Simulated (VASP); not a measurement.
# Hf2WS2 (I4/mmm) in VASP: further runs

The runs below take Hf2WS2 through single point, with PBE.

Program: VASP 6.6.1. These are calculated values, not measurements. Logs are shortened: lines on timing, memory, paths and dates and some standing lists are left out, and cuts for length are marked.

### 1 The cell of the first run

It takes space group I4/mmm (No. 139, tetragonal). The conventional cell has a = 3.422 Å, b = 3.422 Å, c = 16.244 Å, α = 90.00°, β = 90.00°, γ = 90.00°. Within 3.5 Å of Hf (site symmetry 4mm) lie 4 S at 2.61 Å and 4 W at 2.92 Å and 5 Hf at 3.28 to 3.42 Å. Within 3.5 Å of W (site symmetry 4/mmm) lie 2 S at 2.62 Å and 8 Hf at 2.92 Å and 4 W at 3.42 Å. Within 3.5 Å of S (site symmetry 4mm) lie 4 Hf at 2.61 Å and 1 W at 2.62 Å and 4 S at 3.42 Å.

The cell was generated, and may not be a known phase.

### 2 Single point, PBE

INCAR reads:

```
SYSTEM = Hf2WS2
PREC = Accurate ; ENCUT = 520
EDIFF = 1E-6 ; ISMEAR = 0
SIGMA = 0.1 ; LREAL = .FALSE.
LASPH = .TRUE. ; NELM = 100
ALGO = Normal ; ISIF = 2
LWAVE = .FALSE. ; LCHARG = .TRUE.
GGA = PE ; LELF = .TRUE.
LVHAR = .TRUE. ; NBANDS = 31
```

KPOINTS reads:

```
regular mesh
0
G
  6 6 6
  0 0 0
```

POSCAR reads:

```
Hf2WS2
1.0
   -1.7111945233      1.7111945233      8.1220790324
    1.7111945233     -1.7111945233      8.1220790324
    1.7111945233      1.7111945233     -8.1220790324
Hf W S
2 1 2
Direct
    0.6009776111      0.6009776111      0.0000000000
    0.3990223889      0.3990223889      0.0000000000
    0.0000000000      0.0000000000      0.0000000000
    0.1609826259      0.1609826259      0.0000000000
    0.8390173741      0.8390173741      0.0000000000
```

Potentials or basis: VASP PAW PBE potentials, release 64 (Hf_pv, W_sv, S).

Launch:

```console
$ cat potpaw_PBE.64/Hf_pv/POTCAR potpaw_PBE.64/W_sv/POTCAR potpaw_PBE.64/S/POTCAR > POTCAR
$ mpirun -np 1 vasp_std > vasp.out
```

OUTCAR:

```text
SYSTEM = Hf2WS2
   PREC = Accurate
   ENCUT = 520
   EDIFF = 1E-6
   ISMEAR = 0
   LREAL = .FALSE.
   LASPH = .TRUE.
   NELM = 100
   ISIF = 2
   GGA = PE

 ion  position               nearest neighbor table
   1  0.601  0.601  0.000-   4 2.61   4 2.61   4 2.61   4 2.61   3 2.92   3 2.92   3 2.92   3 2.92
                             2 3.28
   2  0.399  0.399  0.000-   5 2.61   5 2.61   5 2.61   5 2.61   3 2.92   3 2.92   3 2.92   3 2.92
                             1 3.28
   3  0.000  0.000  0.000-   4 2.62   5 2.62   2 2.92   1 2.92   1 2.92   1 2.92   2 2.92   2 2.92
                             1 2.92   2 2.92
   4  0.161  0.161  0.000-   1 2.61   1 2.61   1 2.61   1 2.61   3 2.62
   5  0.839  0.839  0.000-   2 2.61   2 2.61   2 2.61   2 2.61   3 2.62

  LATTYP: Found a body centered tetragonal cell.
 ALAT       =     3.4223890466
 C/A-ratio  =     4.7464381879

  Lattice vectors:

 A1 = (  -1.7111945233,   1.7111945233,   8.1220790324)
 A2 = (   1.7111945233,  -1.7111945233,   8.1220790324)
 A3 = (   1.7111945233,   1.7111945233,  -8.1220790324)

Analysis of symmetry for initial positions (statically):
=====================================================================
 Subroutine PRICEL returns:
 Original cell was already a primitive cell.

 Routine SETGRP: Setting up the symmetry group for a
 body centered tetragonal supercell.

 Subroutine GETGRP returns: Found 16 space group operations
 (whereof 16 operations were pure point group operations)
 out of a pool of 16 trial point group operations.

The static configuration has the point symmetry D_4h.

Analysis of symmetry for dynamics (positions and initial velocities):
=====================================================================
 Subroutine PRICEL returns:
 Original cell was already a primitive cell.

 Routine SETGRP: Setting up the symmetry group for a
 body centered tetragonal supercell.

 Subroutine GETGRP returns: Found 16 space group operations
 (whereof 16 operations were pure point group operations)
 out of a pool of 16 trial point group operations.

The dynamic configuration has the point symmetry D_4h.

 Subroutine INISYM returns: Found 16 space group operations
 (whereof 16 operations are pure point group operations),
 and found     1 'primitive' translations

----------------------------------------------------------------------------------------

                                     Primitive cell

  volume of cell :      95.1319

  direct lattice vectors                    reciprocal lattice vectors
    -1.711194523  1.711194523  8.122079032     0.000000000  0.292193549  0.061560593
     1.711194523 -1.711194523  8.122079032     0.292193549  0.000000000  0.061560593
     1.711194523  1.711194523 -8.122079032     0.292193549  0.292193549  0.000000000

  length of vectors
     8.474936059  8.474936059  8.474936059     0.298608065  0.298608065  0.413224079

  position of ions in fractional coordinates (direct lattice)
     0.600977611  0.600977611  0.000000000
     0.399022389  0.399022389  0.000000000
     0.000000000  0.000000000  0.000000000
     0.160982626  0.160982626  0.000000000
     0.839017374  0.839017374  0.000000000

  ion indices of the primitive-cell ions
   primitive index   ion index
                 1           1
                 2           2
                 3           3
                 4           4
                 5           5

----------------------------------------------------------------------------------------

 KPOINTS: regular mesh

Automatic generation of k-mesh.
 Grid dimensions read from file:
 generate k-points for:    6    6    6

 Generating k-lattice:

  Cartesian coordinates                     Fractional coordinates (reciprocal lattice)
     0.000000000  0.048698925  0.010260099     0.166666667 -0.000000000  0.000000000
     0.048698925  0.000000000  0.010260099    -0.000000000  0.166666667  0.000000000
     0.048698925  0.048698925  0.000000000     0.000000000  0.000000000  0.166666667

  Length of vectors
     0.049768011  0.049768011  0.068870680

  Shift w.r.t. Gamma in fractional coordinates (k-lattice)
     0.000000000  0.000000000  0.000000000

 Subroutine IBZKPT returns following result:
 ===========================================

 Found     30 irreducible k-points:

 Following reciprocal coordinates:
            Coordinates               Weight
  0.000000  0.000000  0.000000      1.000000
  0.166667 -0.000000  0.000000      8.000000
  0.333333 -0.000000  0.000000      8.000000
  0.500000 -0.000000  0.000000      4.000000
  0.166667  0.166667  0.000000      8.000000
  0.333333  0.166667  0.000000     16.000000
[... 16 lines left out ...]
 -0.333333 -0.333333  0.166667      8.000000
 -0.166667 -0.333333  0.166667      8.000000
 [... further k-points ...]
   k-points           NKPTS =     30   k-points in BZ     NKDIM =     30   number of bands    NBANDS=     31
   number of dos      NEDOS =    301   number of ions     NIONS =      5
   total plane-waves  NPLWV = 262144
   dimension x,y,z NGX =    64 NGY =   64 NGZ =   64
   dimension x,y,z NGXF=   128 NGYF=  128 NGZF=  128
   ions per type =               2   1   2
   NGX,Y,Z   is equivalent  to a cutoff of  12.55, 12.55, 12.55 a.u.
   NGXF,Y,Z  is equivalent  to a cutoff of  25.11, 25.11, 25.11 a.u.
 SYSTEM =  Hf2WS2
   PREC   = accura    normal or accurate (medium, high low for compatibility)
   ISTART =      0    job   : 0-new  1-cont  2-samecut
   ICHARG =      2    charge: 1-file 2-atom 10-const
   ISPIN  =      1    spin polarized calculation?
   LNONCOLLINEAR =      F non collinear calculations
   LSORBIT =      F    spin-orbit coupling
   LASPH  =      T    aspherical Exc in radial PAW
   ENCUT  =  520.0 eV  38.22 Ry    6.18 a.u.  15.76 15.76 15.76*2*pi/ulx,y,z
   NELM   =    100;   NELMIN=  2; NELMDL= -5     # of ELM steps
   EDIFF  = 0.1E-05   stopping-criterion for ELM
   LREAL  =      F    real-space projection
   EDIFFG = 0.1E-04   stopping-criterion for IOM
   NSW    =      0    number of steps for IOM
   IBRION =     -1    ionic relax: 0-MD 1-quasi-New 2-CG
   NFREE  =      0    steps in history (QN), initial steepest desc. (CG)
   ISIF   =      2    stress and relaxation
   ISYM   =      2    0-nonsym 1-usesym 2-fastsym
   POTIM  = 0.5000    time-step for ionic-motion
   TEBEG  =    0.0;   TEEND  =   0.0 temperature during run
   PSTRESS=    0.0 pullay stress
   NELECT =      46.0000    total number of electrons
   NUPDOWN=      -1.0000    fix difference up-down
   EMIN   =  10.00;   EMAX   =-10.00  energy-range for DOS
   EFERMI =   0.00;   METHOD = LEGACY
   ISMEAR =     0;   SIGMA  =   0.10  broadening in eV -4-tet -1-fermi 0-gaus
   EFERMI_NEDOS =   21; number of points for ismear=-14 and -15
   IALGO  =     38    algorithm
   IMIX   =      4    mixing-type and parameters
     AMIX     =   0.40;   BMIX     =  1.00
     AMIX_MAG =   1.60;   BMIX_MAG =  1.00
  volume/ion in A,a.u.               =      19.03       128.40
  Fermi-wavevector in a.u.,A,eV,Ry     =   1.284948  2.428199 22.464451  1.651091
  Thomas-Fermi vector in A             =   2.417111
   LORBIT       =      0    0 simple, 1 ext, 2 COOP (PROOUT), +10 PAW based schemes
   GGA     = PE    functional components
   LHFCALC =     F    Hartree Fock is set to
   AEXX    =    0.0000 exact exchange contribution
   IVDW    =     0    specifies the selected vdW correction
   LEPSILON=     F    determine dielectric tensor
   LRPA    =     F    only Hartree local field effects (RPA)
 non-spin polarized calculation
 Gauss-broadening in eV      SIGMA  =   0.10
  energy-cutoff  :      520.00
  volume of cell :       95.13
 maximum number of plane-waves:      2586
   NGX = 31   NGY = 31   NGZ = 31

 number of electron      46.0000000 magnetization

 Free energy of the ion-electron system (eV)
  ---------------------------------------------------
  ext. energy  EPLUGINS =         0.00000000
  ---------------------------------------------------
  free energy    TOTEN  =       -45.97140549 eV

  energy without entropy =      -45.95945047  energy(sigma->0) =      -45.96542798

 E-fermi :   6.9337     XC(G=0): -11.1781

 val. band max:        6.8864740962   @ k =   0.3333  -0.0000   0.0000
 cond. band min:       6.9697613911   @ k =  -0.1667   0.5000   0.1667
 fundamental gap:      0.0832872949
 Fermi energy:         6.9337449330

 k-point     1 :       0.0000    0.0000    0.0000
  band No.  band energies     occupation
      1     -66.6991      2.00000
      2     -31.0763      2.00000
      3     -30.8308      2.00000
      4     -30.8308      2.00000
      5     -24.0801      2.00000
      6     -23.9705      2.00000
[... 23 lines left out ...]
     30       9.3076      0.00000
     31       9.8991      0.00000

 k-point     2 :       0.1667   -0.0000    0.0000
  band No.  band energies     occupation
      1     -66.6985      2.00000
      2     -31.0760      2.00000
      3     -30.8558      2.00000
      4     -30.8273      2.00000
      5     -24.0664      2.00000
      6     -24.0381      2.00000
[... 23 lines left out ...]
     30       9.8537      0.00000
     31      10.1217      0.00000

 k-point     3 :       0.3333   -0.0000    0.0000
  band No.  band energies     occupation
      1     -66.6972      2.00000
      2     -31.0756      2.00000
      3     -30.9055      2.00000
      4     -30.8202      2.00000
      5     -24.1721      2.00000
      6     -24.1374      2.00000
[... 23 lines left out ...]
     30       9.9915      0.00000
     31      10.2822      0.00000

 k-point     4 :       0.5000   -0.0000    0.0000
  band No.  band energies     occupation
      1     -66.6965      2.00000
      2     -31.0754      2.00000
      3     -30.9301      2.00000
      4     -30.8167      2.00000
      5     -24.2375      2.00000
      6     -24.1903      2.00000
[... 635 lines left out ...]
     30       9.9866      0.00000
     31      10.2207      0.00000

 k-point    23 :      -0.3333   -0.3333    0.1667
  band No.  band energies     occupation
      1     -66.6978      2.00000
      2     -31.0746      2.00000
      3     -30.8540      2.00000
      4     -30.8516      2.00000
      5     -24.0558      2.00000
      6     -24.0430      2.00000
[... 23 lines left out ...]
     30       9.5906      0.00000
     31      10.1656      0.00000

 k-point    24 :      -0.1667   -0.3333    0.1667
  band No.  band energies     occupation
      1     -66.6985      2.00000
      2     -31.0760      2.00000
      3     -30.8558      2.00000
      4     -30.8273      2.00000
      5     -24.0659      2.00000
      6     -24.0381      2.00000
[... 23 lines left out ...]
     30      10.0322      0.00000
     31      10.1406      0.00000

 [... further k-points ...]
[... 5 lines left out ...]
  --------------------------------------------------------------------------------------
  -------------------------------------------------------------------------------------
  Total       -0.4115357     -0.4115357     -0.2116736      0.0000000      0.0000000     -0.0000000
  in kB       -6.9309393     -6.9309393     -3.5649322      0.0000000      0.0000000     -0.0000000
  external PRESSURE =      -5.8089369 kB  Pullay stress =       0.0000000 kB

 VOLUME and BASIS-vectors are now :
 -----------------------------------------------------------------------------
  energy-cutoff  :      520.00
  volume of cell :       95.13
      direct lattice vectors                 reciprocal lattice vectors
    -1.711194523  1.711194523  8.122079032     0.000000000  0.292193549  0.061560593
     1.711194523 -1.711194523  8.122079032     0.292193549  0.000000000  0.061560593
     1.711194523  1.711194523 -8.122079032     0.292193549  0.292193549  0.000000000

 POSITION                                       TOTAL-FORCE (eV/Angst)
 -----------------------------------------------------------------------------------
      0.00000      0.00000      9.76238         0.000000      0.000000     -0.015538
      0.00000      0.00000      6.48178         0.000000      0.000000      0.015538
      0.00000      0.00000      0.00000         0.000000      0.000000      0.000000
      0.00000      0.00000      2.61503        -0.000000     -0.000000     -0.026607
      0.00000      0.00000     13.62913        -0.000000     -0.000000      0.026607
 -----------------------------------------------------------------------------------
    total drift:                                0.000000     -0.000000     -0.000000

  FREE ENERGIE OF THE ION-ELECTRON SYSTEM (eV)
  ---------------------------------------------------
  free  energy   TOTEN  =       -45.9714054899 eV

  energy  without entropy=      -45.9594504706  energy(sigma->0) =      -45.96542798
```

Run time: 4.7 min. Hardware: 1 thread of Intel Xeon Platinum 8488C (Sapphire Rapids), shared host; peak memory 0.57 GiB.

What came out:

```
Free energy            : -45.9714 eV
Pressure               : -0.6 GPa
Largest force          : 0.027 eV/Å
Band gap on the k mesh : zero (filled and empty bands touch)
```

Forces on the atoms (eV/Å):
```
Hf   0.000  0.000 -0.016
Hf   0.000  0.000  0.016
W    0.000  0.000  0.000
S    0.000  0.000 -0.027
S    0.000  0.000  0.027
```

Caveat: spin-orbit coupling is left out, which moves the levels of the heavy elements.

### 3 Single point, PBE

This run uses another cell than the first one, of 20.23 Å³/atom.

INCAR reads:

```
PREC = Accurate ; ENCUT = 520
EDIFF = 1E-6 ; ISMEAR = 0
SIGMA = 0.1 ; LREAL = F
LASPH = T ; NELM = 60
ALGO = Normal ; ISIF = 2
LWAVE = F ; LCHARG = F
GGA = PE ; NBANDS = 31
```

KPOINTS reads:

```
regular mesh
0
Gamma
  6 6 6
```

POSCAR reads:

```
Hf2WS2
1.0
   -1.9821099600      1.9821099600      6.4356946800
    1.9821099600     -1.9821099600      6.4356946800
    1.9821099600      1.9821099600     -6.4356946800
Hf W S
2 1 2
Direct
    0.6544073800      0.6544073800      0.0000000000
    0.3455926200      0.3455926200      0.0000000000
    0.0000000000      0.0000000000      0.0000000000
    0.1327108000      0.1327108000      0.0000000000
    0.8672892000      0.8672892000      0.0000000000
```

Potentials or basis: VASP PAW PBE potentials, release 64 (Hf_pv, W_sv, S).

Launch:

```console
$ cat potpaw_PBE.64/Hf_pv/POTCAR potpaw_PBE.64/W_sv/POTCAR potpaw_PBE.64/S/POTCAR > POTCAR
$ mpirun -np 1 vasp_std > vasp.out
```

Run time: 3.4 min. Hardware: 1 thread of Intel Xeon Platinum 8488C (Sapphire Rapids), shared host; peak memory 0.44 GiB.

Results (log left out):

| Item | Value |
| --- | --- |
| Free energy | -28.7139 eV |
| Pressure | 35.4 GPa |
| Largest force | 32.386 eV/Å |
| Band gap on the k mesh | zero (bands 23 and 24 overlap by 1.42 eV) |

Forces in eV/Å, atoms in the order of the input:
```
Hf    0.000   0.000   0.585
Hf    0.000   0.000  -0.585
W     0.000   0.000   0.000
S     0.000   0.000  32.386
S     0.000   0.000 -32.386
```

Stress tensor (GPa, compression positive):
```
-19.79   0.00   0.00
  0.00 -19.79   0.00
  0.00   0.00 145.68
```

Levels at points of the mesh, in eV from the Fermi level:
| k point | band 19 | band 20 | band 21 | band 22 | band 23 | band 24 | band 25 | band 26 | band 27 | band 28 |
| --- | --- | --- | --- | --- | --- | --- | --- | --- | --- | --- |
| (0.00, 0.00, 0.00) | -2.51 | -2.36 | -2.02 | -0.90 | -0.60 | -0.60 | 0.23 | 0.86 | 1.17 | 1.39 |
| (0.50, 0.00, 0.00) | -3.00 | -1.45 | -1.21 | -0.93 | -0.12 | 0.54 | 1.55 | 1.56 | 1.95 | 2.41 |
| (0.50, 0.50, 0.00) | -2.36 | -2.29 | -1.88 | -0.44 | 0.83 | 1.10 | 1.20 | 1.33 | 1.40 | 2.42 |
| (0.50, 0.50, 0.50) | -3.38 | -2.99 | -0.83 | -0.62 | -0.07 | -0.07 | 0.03 | 0.12 | 0.21 | 2.01 |

Caveat: atoms lie so close that the PAW spheres overlap strongly, which falsifies energies and pressures; the stress differs along the axes, from -20 to 146 GPa; spin-orbit coupling is left out, which moves the levels of the heavy elements; forces of over 1 eV/Å act on the atoms, so gaps and moduli don't describe the material at rest.

The gap in the log of VASP goes by the Fermi energy; the results here count the filled bands.